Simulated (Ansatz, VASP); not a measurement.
**One calculation of MgI2, two programs**

The input INCAR:

```
SYSTEM = MgI2
ALGO     = Normal         ! electronic algorithm
EDIFF    = 1E-7           ! SCF threshold, eV
ENCUT    = 520            ! plane-wave cutoff, eV
GGA      = PS             ! functional
ISIF     = 2              ! what is computed and relaxed
ISMEAR   = 0              ! smearing method
LASPH    = .TRUE.         ! aspherical terms in the spheres
LCHARG   = .FALSE.        ! write CHGCAR
LREAL    = .FALSE.        ! projectors in reciprocal space
LWAVE    = .FALSE.        ! write WAVECAR
NBANDS   = 15             ! bands
NELM     = 100            ! most SCF steps
PREC     = Accurate       ! precision mode
SIGMA    = 0.02           ! smearing width, eV
```

File KPOINTS:

```
k-points
0
G
  6 6 4
  0 0 0
```

Contents of POSCAR:

```
MgI2
1.0
    4.4430468719      0.0000000000      0.0000000000
   -2.2215234359      3.6581825313     -0.1438883930
    0.0000000000     -0.2744800000      7.0927690600
Mg I
1 2
Direct
    0.0000000000      0.0000000000      0.0000000000
    0.3322068172      0.6644136345      0.7308837348
    0.6677931828      0.3355863655      0.2691162652
```

Input for Ansatz:

```yaml
crystal:
  lattice:
    - [4.4430468719, 0.0, 0.0]
    - [-2.2215234359, 3.6581825313, -0.143888393]
    - [0.0, -0.27448, 7.09276906]
  atoms:
    - { symbol: Mg, position: [0.0, 0.0, 0.0] }
    - { symbol: I, position: [0.3322068172, 0.6644136345, 0.7308837348] }
    - { symbol: I, position: [0.6677931828, 0.3355863655, 0.2691162652] }
basis:
  ecutwfc: 420
kpoints:
  mp_grid: { grid: [6, 6, 4] }
hamiltonian:
  xc: pbesol
scf:
  occupations: { method: gaussian, width: 0.02 }
output:
  forces: true
  stress: true
  eigenvalues: true
```

Alike in both runs: task single point; functional PBEsol; k mesh 6 × 6 × 4; occupations gaussian, width 0.02 eV; no spin polarisation.

|  | VASP | Ansatz |
| --- | --- | --- |
| version | VASP 6.6.1 | Ansatz 0.2.0 |
| potentials or method | VASP PAW PBE potentials, release 64 (Mg, I), cutoff 520 eV | scalar-relativistic, plane waves, PAW |
| valence electrons in the cell | 16 | 44 |

```tsv
	VASP	Ansatz	Ansatz less VASP
gap on the k mesh at the Fermi level (eV)	2.48	2.49	+0.011
least direct gap on the mesh (eV)	2.48	2.49	+0.011
pressure (GPa)	-4.4	-4.3	+0.03
traceless stress, the component that is largest in VASP (GPa)	1.28	1.28	-0.003
rms of the force components (eV/Å)	0.523	0.520	-0.0028
```

VASP's potentials were made for PBE, not for PBEsol. Atom by atom the forces differ by 0.003 eV/Å (rms over components). VASP's potentials hold 16 valence electrons a cell and Ansatz's 44, so a difference there can come from the potentials and not from the codes.

Spin-orbit coupling is off throughout.
